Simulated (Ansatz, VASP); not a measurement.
One calculation of Al36H, two programs

File INCAR:

```
SYSTEM = Al36H
PREC = Accurate ; ENCUT = 520
EDIFF = 1E-6 ; ISMEAR = 0
SIGMA = 0.1 ; LREAL = Auto
LASPH = .True. ; NELM = 100
ALGO = Normal ; ISIF = 2
LWAVE = .False. ; LCHARG = .False.
LDIPOL = .True. ; IDIPOL = 3
DIPOL = 0.5 0.5 0.378 ; GGA = PE
IVDW = 12 ; NBANDS = 78
```

File KPOINTS:

```
regular mesh
0
Gamma
  6 6 1
  0 0 0
```

POSCAR

```
Al36H
1.0
    5.6288445219      0.0000000000      0.0000000000
   -2.8144222609      4.8747223499      0.0000000000
    0.0000000000      0.0000000000     35.9073562080
Al H
36 1
Direct
    0.1666666667      0.3333333333      0.1113977865
    0.1666666667      0.8333333333      0.1113977865
    0.6666666667      0.3333333333      0.1113977865
    0.6666666667      0.8333333333      0.1113977865
    0.0000000000      0.0000000000      0.1757372983
    0.0000000000      0.5000000000      0.1757372983
    0.5000000000      0.0000000000      0.1757372983
    0.5000000000      0.5000000000      0.1757372983
    0.3333333333      0.1666666667      0.2400768102
    0.3333333333      0.6666666667      0.2400768102
    0.8333333333      0.1666666667      0.2400768102
    0.8333333333      0.6666666667      0.2400768102
    0.0000000000      0.0000000000      0.3044163221
    0.0000000000      0.5000000000      0.3044163221
    0.5000000000      0.0000000000      0.3044163221
    0.5000000000      0.5000000000      0.3044163221
    0.1666666667      0.3333333333      0.3682539347
    0.1666666667      0.8333333333      0.3682539347
    0.6666666667      0.3333333333      0.3682539347
    0.6666666667      0.8333333333      0.3682539347
    0.0000000000      0.0000000000      0.4320699059
    0.0000000000      0.5000000000      0.4320699059
    0.5000000000      0.0000000000      0.4320699059
    0.5000000000      0.5000000000      0.4320699059
    0.3333333333      0.1666666667      0.4967844642
    0.3333333333      0.6666666667      0.4967844642
    0.8333333333      0.1666666667      0.4967844642
    0.8333333333      0.6666666667      0.4967844642
    0.0000000000      0.0000000000      0.5611166564
    0.0000000000      0.5000000000      0.5611166564
    0.5000000000      0.0000000000      0.5611166564
    0.5000000000      0.5000000000      0.5611166564
    0.1666666667      0.3333333333      0.6268174153
    0.1666666667      0.8333333333      0.6268174153
    0.6666666667      0.3333333333      0.6268174153
    0.6666666667      0.8333333333      0.6268174153
    0.3333333333      0.6666666667      0.7215055338
```

Input for Ansatz:

```yaml
crystal:
  lattice:
    - [5.6288445219, 0.0, 0.0]
    - [-2.8144222609, 4.8747223499, 0.0]
    - [0.0, 0.0, 35.907356208]
  atoms:
    - { symbol: Al, position: [0.1666666667, 0.3333333333, 0.1113977865] }
    - { symbol: Al, position: [0.1666666667, 0.8333333333, 0.1113977865] }
    - { symbol: Al, position: [0.6666666667, 0.3333333333, 0.1113977865] }
    - { symbol: Al, position: [0.6666666667, 0.8333333333, 0.1113977865] }
    - { symbol: Al, position: [0.0, 0.0, 0.1757372983] }
    - { symbol: Al, position: [0.0, 0.5, 0.1757372983] }
    - { symbol: Al, position: [0.5, 0.0, 0.1757372983] }
    - { symbol: Al, position: [0.5, 0.5, 0.1757372983] }
    - { symbol: Al, position: [0.3333333333, 0.1666666667, 0.2400768102] }
    - { symbol: Al, position: [0.3333333333, 0.6666666667, 0.2400768102] }
    - { symbol: Al, position: [0.8333333333, 0.1666666667, 0.2400768102] }
    - { symbol: Al, position: [0.8333333333, 0.6666666667, 0.2400768102] }
    - { symbol: Al, position: [0.0, 0.0, 0.3044163221] }
    - { symbol: Al, position: [0.0, 0.5, 0.3044163221] }
    - { symbol: Al, position: [0.5, 0.0, 0.3044163221] }
    - { symbol: Al, position: [0.5, 0.5, 0.3044163221] }
    - { symbol: Al, position: [0.1666666667, 0.3333333333, 0.3682539347] }
    - { symbol: Al, position: [0.1666666667, 0.8333333333, 0.3682539347] }
    - { symbol: Al, position: [0.6666666667, 0.3333333333, 0.3682539347] }
    - { symbol: Al, position: [0.6666666667, 0.8333333333, 0.3682539347] }
    - { symbol: Al, position: [0.0, 0.0, 0.4320699059] }
    - { symbol: Al, position: [0.0, 0.5, 0.4320699059] }
    - { symbol: Al, position: [0.5, 0.0, 0.4320699059] }
    - { symbol: Al, position: [0.5, 0.5, 0.4320699059] }
    - { symbol: Al, position: [0.3333333333, 0.1666666667, 0.4967844642] }
    - { symbol: Al, position: [0.3333333333, 0.6666666667, 0.4967844642] }
    - { symbol: Al, position: [0.8333333333, 0.1666666667, 0.4967844642] }
    - { symbol: Al, position: [0.8333333333, 0.6666666667, 0.4967844642] }
    - { symbol: Al, position: [0.0, 0.0, 0.5611166564] }
    - { symbol: Al, position: [0.0, 0.5, 0.5611166564] }
    - { symbol: Al, position: [0.5, 0.0, 0.5611166564] }
    - { symbol: Al, position: [0.5, 0.5, 0.5611166564] }
    - { symbol: Al, position: [0.1666666667, 0.3333333333, 0.6268174153] }
    - { symbol: Al, position: [0.1666666667, 0.8333333333, 0.6268174153] }
    - { symbol: Al, position: [0.6666666667, 0.3333333333, 0.6268174153] }
    - { symbol: Al, position: [0.6666666667, 0.8333333333, 0.6268174153] }
    - { symbol: H, position: [0.3333333333, 0.6666666667, 0.7215055338] }
basis:
  ecutwfc: 420
kpoints:
  mp_grid: { grid: [6, 6, 1] }
hamiltonian:
  xc: pbe
  pseudopotentials: { kind: paw, azcp: { folder: soft_1 } }
  dispersion: d3bj
scf:
  occupations: { method: gaussian, width: 0.1 }
output:
  forces: true
  eigenvalues: true
efield:
  axis: 3
  dipole_correction: true
  ramp_width: 0.04
```

Alike in both runs: task single point; functional PBE; dispersion D3(BJ); k mesh 6 × 6 × 1; occupations gaussian, width 0.1 eV; no spin polarisation.

```csv
,VASP,Ansatz
version,VASP 6.6.1,Ansatz 0.2.0
potentials or method,"VASP PAW PBE potentials, release 64 (Al, H), cutoff 520 eV","scalar-relativistic, plane waves, PAW"
valence electrons in the cell,109,109
```

|  | VASP | Ansatz | Ansatz less VASP |
| --- | --- | --- | --- |
| gap on the k mesh at the Fermi level (eV) | none | none | - |
| rms of the force components (eV/Å) | 0.077 | 0.077 | +0.0001 |

Atom by atom the forces differ by 0.001 eV/Å (rms over components). A gap of «none» marks a metal or a gap that the smearing closes.
